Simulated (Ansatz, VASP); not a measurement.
**One calculation of Ag, two programs**

```
CELL_PARAMETERS angstrom
-1.57224 1.57224 1.65287
1.57224 -1.57224 1.65287
1.57224 1.57224 -1.65287
ATOMIC_POSITIONS crystal
Ag 0.00000 0.00000 0.00000
```

Change from the starting cell: strain -0.025 along x and y, +0.025 along z, atoms carried along.

Alike in both runs: task single point; functional PBEsol; k mesh 26 × 26 × 26; occupations gaussian, width 0.15 eV; no spin polarisation.

|  | VASP | Ansatz |
| --- | --- | --- |
| version | VASP 6.6.1 | Ansatz 0.2.0 |
| potentials or method | VASP PAW PBE potentials, release 64 (Ag), cutoff 520 eV | scalar-relativistic, plane waves, PAW |
| valence electrons in the cell | 11 | 19 |

|  | VASP | Ansatz | Ansatz less VASP |
| --- | --- | --- | --- |
| gap on the k mesh at the Fermi level (eV) | none | none | - |
| pressure (GPa) | 3.1 | 3.2 | +0.12 |
| traceless stress, the component that is largest in VASP (GPa) | 0.55 | 0.55 | +0.002 |

VASP's potentials were made for PBE, not for PBEsol. A gap of «none» marks a metal or a gap that the smearing closes. VASP's potentials hold 11 valence electrons a cell and Ansatz's 19, so a difference there can come from the potentials and not from the codes.
